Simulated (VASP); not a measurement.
Set up this calculation in VASP 6.6.1, as the native input.

* Task: single point
* Functional: LDA
* Potentials or basis: VASP PAW LDA potentials, release 64 (Ti_sv, O_h)
* Cutoff: 1340 eV
* k mesh: 6 × 6 × 8
* Occupations: gaussian, width 0.01 eV
* Spin: no spin polarisation
* Dipole correction: no
* Further INCAR settings: ALGO = Normal; EDIFF = 1e-06; NBANDS = 33

The structure of TiO2 lies in POSCAR:

```
TiO2
1.0
    4.4571981513      0.0000000000      0.0000000000
    0.0000000000      4.4571981513      0.0000000000
    0.0000000000      0.0000000000      2.9592581506
Ti O
2 4
Direct
    0.0000000000      0.0000000000      0.0000000000
    0.5000000000      0.5000000000      0.5000000000
    0.3037121013      0.3037121013      0.0000000000
    0.1962878987      0.8037121013      0.5000000000
    0.6962878987      0.6962878987      0.0000000000
    0.8037121013      0.1962878987      0.5000000000
```

This cell differs from its parent crystal: in-plane strain -0.02, then relaxed in part.

These files were run (other wordings do the same):

INCAR

```
PREC     = Accurate       # precision mode
ENCUT    = 1340           # plane-wave cutoff, eV
EDIFF    = 1E-6           # SCF threshold, eV
ISMEAR   = 0              # smearing method
SIGMA    = 0.01           # smearing width, eV
LREAL    = False          # projectors in reciprocal space
LASPH    = True           # aspherical terms in the spheres
NELM     = 120            # most SCF steps
ALGO     = Normal         # electronic algorithm
ISIF     = 2              # what is computed and relaxed
LWAVE    = False          # write WAVECAR
LCHARG   = False          # write CHGCAR
NBANDS   = 33             # bands
GGA_COMPAT= False
```

KPOINTS

```
Automatic mesh
0
Gamma
  6 6 8
```

Potentials or basis: VASP PAW LDA potentials, release 64 (Ti_sv, O_h).

Run with:

```console
$ cat potpaw_LDA.64/Ti_sv/POTCAR potpaw_LDA.64/O_h/POTCAR > POTCAR
$ mpirun -np 1 vasp_std > vasp.out
```

Results of the run:

* Pressure: 6.7 GPa
* Largest force: 0.017 eV/Å
* Band gap on the k mesh: 1.84 eV

Caveat: the cell differs from its parent crystal (in-plane strain -0.02, then relaxed in part); the stress differs along the axes, from 1 to 9 GPa.

Wall time 3.5 min on 1 thread of Intel(R) Xeon(R) Platinum 8559C (Emerald Rapids), on a shared host, peak memory 0.46 GiB.
